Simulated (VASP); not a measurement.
Input of a VASP 6.6.1 run:

Contents of INCAR:

```
SYSTEM = TiO2
ALGO = Normal ; EDIFF = 1E-6
ENCUT = 520 ; GGA = PE
ISIF = 2 ; ISMEAR = 0
LASPH = .TRUE. ; LCHARG = .FALSE.
LREAL = .FALSE. ; LWAVE = .FALSE.
NBANDS = 33 ; NELM = 60
PREC = Accurate ; SIGMA = 0.05
```

KPOINTS

```
k-points
0
G
  6 6 10
  0 0 0
```

File POSCAR:

```
TiO2
1.0
    4.8601000000      0.0000000000      0.0000000000
    0.0000000000      4.8601000000      0.0000000000
    0.0000000000      0.0000000000      3.0429000000
Ti O
2 4
Direct
    0.0000000000      0.0000000000      0.0000000000
    0.5000000000      0.5000000000      0.5000000000
    0.3050970583      0.3050970583      0.0000000000
    0.1949029417      0.8050970583      0.5000000000
    0.6949029417      0.6949029417      0.0000000000
    0.8050970583      0.1949029417      0.5000000000
```

Potentials or basis: VASP PAW PBE potentials, release 64 (Ti_sv, O).

Command:

```bash
$ cat potpaw_PBE.64/Ti_sv/POTCAR potpaw_PBE.64/O/POTCAR > POTCAR
$ mpirun -np 1 vasp_std > vasp.out
```

Question: Predict the band gap on the k mesh.

Answer: 1.59 eV, direct.

Question: Estimate the largest force.

Answer: 0.586 eV/Å.

Question: Estimate the pressure.

Answer: -19.7 GPa.

Stress tensor (GPa, compression positive):
```
-19.15   0.00   0.00
  0.00 -19.15   0.00
  0.00   0.00 -20.88
```

A k mesh can miss the band edges. A hybrid or GW would open this gap; PBE tends to underestimate it.
